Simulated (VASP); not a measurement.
# MgB2 (P6/mmm) in VASP: notebook, part 2 of 2

VASP 6.6.1.

### 4 Single point, LDA (volume scaled by 1.02)

Input file INCAR:

```
ALGO = Normal
EDIFF = 1E-7
ENCUT = 520
GGA = CA
ISIF = 2
ISMEAR = -1
LASPH = True
LCHARG = False
LREAL = False
LWAVE = False
NBANDS = 11
NELM = 100
PREC = Accurate
SIGMA = 0.05
```

Input file KPOINTS:

```
k-points
0
Gamma
  10 10 8
```

Input file POSCAR:

```
MgB2
1.0
    3.1054310590      0.0000000000      0.0000000000
   -1.5527155295      2.6893821868      0.0000000000
    0.0000000000      0.0000000000      3.5463318058
Mg B
1 2
Direct
    0.0000000000      0.0000000000      0.0000000000
    0.6666666667      0.3333333333      0.5000000000
    0.3333333333      0.6666666667      0.5000000000
```

Potentials or basis: VASP PAW LDA potentials, release 64 (Mg, B).

Command:

```sh
$ cat potpaw_LDA.64/Mg/POTCAR potpaw_LDA.64/B/POTCAR > POTCAR
$ mpirun -np 1 vasp_std > vasp.out
```

OUTCAR:

```text
EDIFF = 1E-7
   ENCUT = 520
   GGA = CA
   ISIF = 2
   ISMEAR = -1
   LASPH = True
   LREAL = False
   NELM = 100
   PREC = Accurate

 ion  position               nearest neighbor table
   1  0.000  0.000  0.000-   2 2.52   3 2.52   2 2.52   3 2.52   2 2.52   2 2.52   3 2.52   3 2.52
                             2 2.52   2 2.52   3 2.52   3 2.52
   2  0.667  0.333  0.500-   3 1.79   3 1.79   3 1.79   1 2.52   1 2.52   1 2.52   1 2.52   1 2.52
                             1 2.52
   3  0.333  0.667  0.500-   2 1.79   2 1.79   2 1.79   1 2.52   1 2.52   1 2.52   1 2.52   1 2.52
                             1 2.52

  LATTYP: Found a hexagonal cell.
 ALAT       =     3.1054310590
 C/A-ratio  =     1.1419773096

  Lattice vectors:

 A1 = (   3.1054310590,   0.0000000000,   0.0000000000)
 A2 = (  -1.5527155295,   2.6893821868,   0.0000000000)
 A3 = (   0.0000000000,   0.0000000000,   3.5463318058)

Analysis of symmetry for initial positions (statically):
=====================================================================
 Subroutine PRICEL returns:
 Original cell was already a primitive cell.

 Routine SETGRP: Setting up the symmetry group for a
 hexagonal supercell.

 Subroutine GETGRP returns: Found 24 space group operations
 (whereof 24 operations were pure point group operations)
 out of a pool of 24 trial point group operations.

The static configuration has the point symmetry D_6h.

Analysis of symmetry for dynamics (positions and initial velocities):
=====================================================================
 Subroutine PRICEL returns:
 Original cell was already a primitive cell.

 Routine SETGRP: Setting up the symmetry group for a
 hexagonal supercell.

 Subroutine GETGRP returns: Found 24 space group operations
 (whereof 24 operations were pure point group operations)
 out of a pool of 24 trial point group operations.

The dynamic configuration has the point symmetry D_6h.

 Subroutine INISYM returns: Found 24 space group operations
 (whereof 24 operations are pure point group operations),
[... 121 lines left out ...]
  Thomas-Fermi vector in A             =   2.193549
   LORBIT       =      0    0 simple, 1 ext, 2 COOP (PROOUT), +10 PAW based schemes
   GGA     = CA    functional components
   LHFCALC =     F    Hartree Fock is set to
   AEXX    =    0.0000 exact exchange contribution
   IVDW    =     0    specifies the selected vdW correction
   LEPSILON=     F    determine dielectric tensor
   LRPA    =     F    only Hartree local field effects (RPA)
 non-spin polarized calculation
  energy-cutoff  :      520.00
  volume of cell :       29.62
 maximum number of plane-waves:       812
 NGX is ok and might be reduce to    24
   NGX = 11   NGY = 11   NGZ = 13

 number of electron       8.0000000 magnetization

 Free energy of the ion-electron system (eV)
  ---------------------------------------------------
  ext. energy  EPLUGINS =         0.00000000
  ---------------------------------------------------
  free energy    TOTEN  =       -17.21396256 eV

  energy without entropy =      -17.20777981  energy(sigma->0) =      -17.21087119

 E-fermi :   5.1178     XC(G=0): -11.0151

 val. band max:        5.0924264421   @ k =   0.1000   0.0000   0.1250
 cond. band min:       5.1377648833   @ k =   0.3000   0.2000   0.0000
 fundamental gap:      0.0453384412
 Fermi energy:         5.1178056951

 k-point     1 :       0.0000    0.0000    0.0000
  band No.  band energies     occupation
      1      -7.0905      2.00000
      2       2.1894      2.00000
      3       5.4300      0.00388
      4       5.4300      0.00388
      5       6.6659      0.00000
      6      11.2640      0.00000
      7      11.2640      0.00000
      8      13.0787      0.00000
      9      14.7247      0.00000
     10      17.3879      0.00000
     11      20.8880      0.00000
[... 309 lines left out ...]
 k-point    24 :       0.4000    0.1000    0.1250
  band No.  band energies     occupation
      1      -3.5329      2.00000
      2      -1.8193      2.00000
      3       2.3121      2.00000
      4       4.4282      2.00000
      5       7.2367      0.00000
      6      10.2074      0.00000
      7      11.2483      0.00000
      8      13.0257      0.00000
      9      14.9729      0.00000
     10      18.0607      0.00000
     11      19.0739      0.00000

 [... further k-points ...]
[... 5 lines left out ...]
  --------------------------------------------------------------------------------------
  -------------------------------------------------------------------------------------
  Total       -2.0734120     -2.0734120     -1.7638816     -0.0000000     -0.0000000      0.0000000
  in kB     -112.1611381   -112.1611381    -95.4171047     -0.0000000     -0.0000000      0.0000000
  external PRESSURE =    -106.5797936 kB  Pullay stress =       0.0000000 kB

 VOLUME and BASIS-vectors are now :
 -----------------------------------------------------------------------------
  energy-cutoff  :      520.00
  volume of cell :       29.62
      direct lattice vectors                 reciprocal lattice vectors
     3.105431059  0.000000000  0.000000000     0.322016487  0.185916305  0.000000000
    -1.552715529  2.689382187  0.000000000     0.000000000  0.371832611  0.000000000
     0.000000000  0.000000000  3.546331806     0.000000000  0.000000000  0.281981511

 POSITION                                       TOTAL-FORCE (eV/Angst)
 -----------------------------------------------------------------------------------
      0.00000      0.00000      0.00000         0.000000      0.000000      0.000000
      1.55272      0.89646      1.77317        -0.000000     -0.000000     -0.000000
     -0.00000      1.79292      1.77317         0.000000     -0.000000      0.000000
 -----------------------------------------------------------------------------------
    total drift:                                0.000000     -0.000000      0.000000

  FREE ENERGIE OF THE ION-ELECTRON SYSTEM (eV)
  ---------------------------------------------------
  free  energy   TOTEN  =       -17.2139625642 eV

  energy  without entropy=      -17.2077798130  energy(sigma->0) =      -17.21087119
```

stdout:

```text
POSCAR found type information on POSCAR MgB
 POSCAR found :  2 types and       3 ions
 scaLAPACK will be used
 LDA part: xc-table for (Slater(with rela. corr.)+CA(PZ))
 , standard interpolation
 POSCAR, INCAR and KPOINTS ok, starting setup
 FFT: planning ... GRIDC
 FFT: planning ... GRID_SOFT
 FFT: planning ... GRID
 WAVECAR not read
 entering main loop
```

Wall time 15 s (1 thread of AMD EPYC 7R13, shared host); peak memory 0.14 GiB.

Results:

```yaml
Free_energy: -17.2140 eV
Pressure: -10.7 GPa
Band_gap_on_the_k_mesh: zero (band 4 reaches 6.19 eV, above the bottom of band 5 at 3.76 eV)
```

Levels at points of the mesh, in eV from the Fermi level:
```csv
k point,band 1,band 2,band 3,band 4,band 5,band 6,band 7,band 8,band 9
"(0.00, 0.00, 0.00)",-12.21,-2.93,0.31,0.31,1.55,6.15,6.15,7.96,9.61
"(0.50, 0.00, 0.00)",-8.37,-7.72,-2.17,0.18,2.97,3.81,5.17,6.76,12.13
"(0.00, 0.00, 0.50)",-10.93,-7.37,0.68,0.68,6.50,6.50,7.73,9.63,9.66
"(0.50, 0.00, 0.50)",-7.40,-6.81,-3.55,-1.88,-1.36,5.59,8.36,8.64,12.61
```

### 5 Single point, LDA (volume scaled by 1.04)

Input file INCAR:

```
SYSTEM = MgB2
ALGO     = Normal         ! electronic algorithm
EDIFF    = 1E-6           ! SCF threshold, eV
ENCUT    = 520            ! plane-wave cutoff, eV
ISIF     = 2              ! what is computed and relaxed
ISMEAR   = -1             ! smearing method
LASPH    = .True.         ! aspherical terms in the spheres
LCHARG   = .False.        ! write CHGCAR
LREAL    = .False.        ! projectors in reciprocal space
LWAVE    = .False.        ! write WAVECAR
NBANDS   = 11             ! bands
NELM     = 80             ! most SCF steps
PREC     = Accurate       ! precision mode
SIGMA    = 0.05           ! smearing width, eV
```

Input file KPOINTS:

```
k-points
0
Gamma
  10 10 8
  0 0 0
```

Input file POSCAR:

```
MgB2
1.0
    3.1255967608      0.0000000000      0.0000000000
   -1.5627983804      2.7068461969      0.0000000000
    0.0000000000      0.0000000000      3.5693605797
Mg B
1 2
Direct
    0.0000000000      0.0000000000      0.0000000000
    0.6666666667      0.3333333333      0.5000000000
    0.3333333333      0.6666666667      0.5000000000
```

Command:

```sh
$ cat potpaw_LDA.64/Mg/POTCAR potpaw_LDA.64/B/POTCAR > POTCAR
$ mpirun -np 1 vasp_std > vasp.out
```

Run time: 11 s. Hardware: 1 thread of AMD EPYC 7R13, shared host; peak memory 0.15 GiB.

Results (log left out):

```yaml
Free_energy: -17.1712 eV
Pressure: -13.0 GPa
Band_gap_on_the_k_mesh: zero (band 4 reaches 6.05 eV, above the bottom of band 5 at 3.63 eV)
```

Stress tensor (GPa, compression positive):
```
-13.91   0.00   0.00
  0.00 -13.91   0.00
  0.00   0.00 -11.21
```

Levels at points of the mesh, in eV from the Fermi level:
| k point | band 2 | band 3 | band 4 | band 5 | band 6 | band 7 |
| --- | --- | --- | --- | --- | --- | --- |
| (0.00, 0.00, 0.00) | -2.89 | 0.30 | 0.30 | 1.50 | 6.06 | 6.06 |
| (0.50, 0.00, 0.00) | -7.64 | -2.15 | 0.19 | 2.92 | 3.76 | 5.08 |
| (0.00, 0.00, 0.50) | -7.28 | 0.66 | 0.66 | 6.43 | 6.43 | 7.61 |
| (0.50, 0.00, 0.50) | -6.74 | -3.49 | -1.85 | -1.35 | 5.46 | 8.19 |

### 6 Summary

```csv
cell,gap on the mesh (eV),pressure (GPa)
"a = 3.064, b = 3.064, c = 3.499 Å, angles 90.0, 90.0, 120.0°, 3 atoms",none,-5.2
"a = 3.085, b = 3.085, c = 3.523 Å, angles 90.0, 90.0, 120.0°, 3 atoms",none,-8.1
"a = 3.105, b = 3.105, c = 3.546 Å, angles 90.0, 90.0, 120.0°, 3 atoms",none,-10.7
"a = 3.126, b = 3.126, c = 3.569 Å, angles 90.0, 90.0, 120.0°, 3 atoms",none,-13.0
```

Alike in all rows: task single point; level LDA; potentials or basis VASP PAW LDA potentials, release 64 (Mg, B); no spin polarisation; k mesh 10 × 10 × 8; cutoff (eV) 520; smearing fermi-dirac 0.05 eV.

Total energies depend on the potentials used, so only differences within one code and one set of settings carry meaning.
